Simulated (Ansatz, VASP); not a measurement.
## Two plane-wave programs on WC

Contents of INCAR:

```
SYSTEM = WC
PREC = Accurate
ENCUT = 1300
EDIFF = 1E-6
ISMEAR = 1
SIGMA = 0.1
LREAL = .False.
LASPH = .True.
NELM = 120
ALGO = Normal
ISIF = 2
LWAVE = .False.
LCHARG = .False.
NBANDS = 16
GGA_COMPAT = .False.
```

Contents of KPOINTS:

```
Automatic mesh
0
Gamma
  4 4 4
  0 0 0
```

File POSCAR:

```
WC
1.0
    0.0000000000      2.1926840000      2.1926840000
    2.1926840000      0.0000000000      2.1926840000
    2.1926840000      2.1926840000      0.0000000000
W C
1 1
Direct
    0.0000000000      0.0000000000      0.0000000000
    0.5000000000      0.5000000000      0.5000000000
```

Input for Ansatz:

```yaml
crystal:
  lattice:
    - [0.0, 2.192684, 2.192684]
    - [2.192684, 0.0, 2.192684]
    - [2.192684, 2.192684, 0.0]
  atoms:
    - { symbol: W, position: [0.0, 0.0, 0.0] }
    - { symbol: C, position: [0.5, 0.5, 0.5] }
kpoints:
  mp_grid:
    grid: [4, 4, 4]
hamiltonian:
  xc: lda
scf:
  convergence:
    dr2_threshold: 1.0e-10
  occupations:
    method: methfessel_paxton
output:
  forces: true
  stress: true
```

Alike in both runs: task single point; functional LDA; k mesh 4 × 4 × 4; no spin polarisation.

|  | VASP | Ansatz |
| --- | --- | --- |
| version | VASP 6.6.1 | Ansatz 0.2.0 |
| potentials or method | VASP PAW LDA potentials, release 64 (W_sv, C_h) | plane waves, PAW |
| plane-wave cutoff (eV) | 1300 | 420 |
| occupations | methfessel-paxton of order 1, width 0.1 eV | methfessel-paxton of order 1 |
| valence electrons in the cell | 18 | 18 |

Ansatz gave:

```
pressure (GPa) : -17.3
```

What did VASP give for the same quantities?

Pressure (GPa): -15.3.

LDA's correlation is that of Perdew and Zunger in VASP and of Perdew and Wang (1992) in Ansatz.

The k mesh is coarse, so the values compare programs but aren't converged. Spin-orbit coupling is off throughout.
